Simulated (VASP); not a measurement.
Write the native input for VASP 6.6.1 that does the following.

| Quantity | Value |
| --- | --- |
| Task | single point |
| Functional | HSE06 |
| Potentials or basis | VASP PAW PBE potentials, release 64 (Pb_d) |
| Cutoff | 520 eV |
| k mesh | 6 × 6 × 6 |
| Occupations | fermi-dirac, width 0.1 eV |
| Spin | no spin polarisation |
| Dipole correction | no |
| Grid for exact exchange (PRECFOCK) | Normal |
| Further INCAR settings | ALGO = Normal; EDIFF = 1e-06; NBANDS = 13 |
| Share of exact exchange | 0.25 |
| Screening parameter | 0.2079 1/Å |

Crystal: Pb.

```xyz
1
Lattice="0.0000 2.4461 2.4461 2.4461 0.0000 2.4461 2.4461 2.4461 0.0000" Properties=species:S:1:pos:R:3 pbc="T T T"
Pb    0.0000    0.0000    0.0000
```

One way to write it, as run:

POSCAR

```
Pb
1.0
    0.0000000000      2.4460608979      2.4460608979
    2.4460608979      0.0000000000      2.4460608979
    2.4460608979      2.4460608979      0.0000000000
Pb
1
Direct
    0.0000000000      0.0000000000      0.0000000000
```

INCAR.step1

```
SYSTEM = Pb
  PREC = Accurate
  ENCUT = 520
  EDIFF = 1E-5
  ISMEAR = -1
  SIGMA = 0.1
  LREAL = .FALSE.
  LASPH = .TRUE.
  NELM = 100
  ALGO = Normal
  ISIF = 2
  LWAVE = .TRUE.
  NBANDS = 13
  GGA = PE
```

INCAR.step2

```
SYSTEM = Pb
  PREC = Accurate
  ENCUT = 520
  EDIFF = 1E-6
  ISMEAR = -1
  SIGMA = 0.1
  LREAL = .FALSE.
  LASPH = .TRUE.
  NELM = 100
  ALGO = Normal
  ISIF = 2
  LWAVE = .FALSE.
  LCHARG = .TRUE.
  GGA = PE
  LHFCALC = .TRUE.
  HFSCREEN = 0.2079
  PRECFOCK = Normal
  LELF = .TRUE.
  LVHAR = .TRUE.
  NBANDS = 13
  ISTART = 1
```

KPOINTS

```
Automatic mesh
0
G
  6 6 6
  0 0 0
```

Potentials or basis: VASP PAW PBE potentials, release 64 (Pb_d).

Command:

```console
$ cat potpaw_PBE.64/Pb_d/POTCAR > POTCAR
$ cp INCAR.step1 INCAR
$ mpirun -np 1 vasp_std > vasp.out
$ cp INCAR.step2 INCAR
$ mpirun -np 1 vasp_std > vasp.out
```

Results of the run:

```yaml
Pressure: 4.0 GPa
Band_gap_on_the_k_mesh: zero (bands 7 and 8 overlap by 10.34 eV)
```

Caveat: the k points lie up to 0.37 Å⁻¹ apart, too coarse for converged energies and pressures of a metal; the PAW data sets were made with another functional, which shifts forces and pressure a little; spin-orbit coupling is left out, which moves the levels of the heavy elements.

Run time: 36 min on 1 thread of Oxide Virtual Turin-like Processor, on a shared host, peak memory 0.23 GiB.
